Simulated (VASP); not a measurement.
Here is a VASP 6.6.1 calculation.

Contents of POSCAR:

```
NaI
1.0
    0.0000000000      3.2296266398      3.2296266398
    3.2296266398      0.0000000000      3.2296266398
    3.2296266398      3.2296266398      0.0000000000
Na I
1 1
Direct
    0.0000000000      0.0000000000      0.0000000000
    0.5000000000      0.5000000000      0.5000000000
```

INCAR.step1

```
SYSTEM = NaI
  PREC = Accurate
  ENCUT = 520
  ISMEAR = 0
  SIGMA = 0.01
  LREAL = .False.
  LASPH = .True.
  NELM = 60
  NBANDS = 14
  GGA = PE
  ALGO = Normal
  EDIFF = 1E-4
  LWAVE = .True.
  LCHARG = .False.
```

INCAR.step2

```
SYSTEM = NaI
  PREC = Accurate
  ENCUT = 520
  EDIFF = 1E-7
  ISMEAR = 0
  SIGMA = 0.01
  LREAL = .False.
  LASPH = .True.
  NELM = 60
  ALGO = Normal
  ISIF = 2
  LWAVE = .False.
  LCHARG = .False.
  METAGGA = R2SCAN
  LMIXTAU = .True.
  NBANDS = 14
  ISTART = 1
```

The input KPOINTS:

```
regular mesh
0
Gamma
  8 8 8
  0 0 0
```

Potentials or basis: VASP PAW PBE potentials, release 64 (Na_pv, I).

Launch:

```console
$ cat potpaw_PBE.64/Na_pv/POTCAR potpaw_PBE.64/I/POTCAR > POTCAR
$ cp INCAR.step1 INCAR
$ mpirun -np 1 vasp_std > vasp.out
$ cp INCAR.step2 INCAR
$ mpirun -np 1 vasp_std > vasp.out
```

(1) Estimate the band gap on the k mesh.

(2) What does it give for the pressure?

## Answers

(1) 4.46 eV.

(2) -0.1 GPa.

Caveat: the PAW data sets were made with another functional, which shifts forces and pressure a little; spin-orbit coupling is left out, which moves the levels of the heavy elements.
